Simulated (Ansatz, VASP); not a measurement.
**Two plane-wave programs on Nb**

File INCAR:

```
SYSTEM = Nb
ALGO = Fast ; EDIFF = 1E-6
ENCUT = 520 ; GGA = PS
ISIF = 2 ; ISMEAR = 0
LASPH = .True. ; LCHARG = .True.
LELF = .True. ; LREAL = .False.
LVHAR = .True. ; LWAVE = .False.
NBANDS = 12 ; NELM = 100
PREC = Accurate ; SIGMA = 0.15
```

Contents of KPOINTS:

```
k-points
0
Gamma
  22 22 22
  0 0 0
```

POSCAR

```
Nb
1.0
    0.0000000000      2.1439762034      2.0582171553
    2.1439762034      0.0000000000      2.0582171553
    2.1439762034      2.1439762034      0.0000000000
Nb
1
Direct
    0.0000000000      0.0000000000      0.0000000000
```

Input for Ansatz:

```yaml
crystal:
  lattice:
    - [0.0, 2.1439762034, 2.0582171553]
    - [2.1439762034, 0.0, 2.0582171553]
    - [2.1439762034, 2.1439762034, 0.0]
  atoms:
    - { symbol: Nb, position: [0.0, 0.0, 0.0] }
basis:
  ecutwfc: 420
kpoints:
  mp_grid: { grid: [22, 22, 22] }
hamiltonian:
  xc: pbesol
scf:
  occupations: { method: gaussian, width: 0.15 }
output:
  forces: true
  stress: true
  eigenvalues: true
```

Alike in both runs: task single point; functional PBEsol; k mesh 22 × 22 × 22; occupations gaussian, width 0.15 eV; no spin polarisation.

|  | VASP | Ansatz |
| --- | --- | --- |
| version | VASP 6.6.1 | Ansatz 0.2.0 |
| potentials or method | VASP PAW PBE potentials, release 64 (Nb_sv), cutoff 520 eV | scalar-relativistic, plane waves, PAW |
| valence electrons in the cell | 13 | 13 |

VASP gave:

- gap on the k mesh at the Fermi level (eV): none
- pressure (GPa): -7.5
- traceless stress, the component that is largest in VASP (GPa): -6.84

Problem. What did Ansatz give for the same quantities?

Solution. gap on the k mesh at the Fermi level (eV): none; pressure (GPa): -7.2; traceless stress, the component that is largest in VASP (GPa): -6.89.

VASP's potentials were made for PBE, not for PBEsol. A gap of «none» marks a metal or a gap that the smearing closes. With one functional, cell and mesh, what is left measures potentials, basis and numerics.
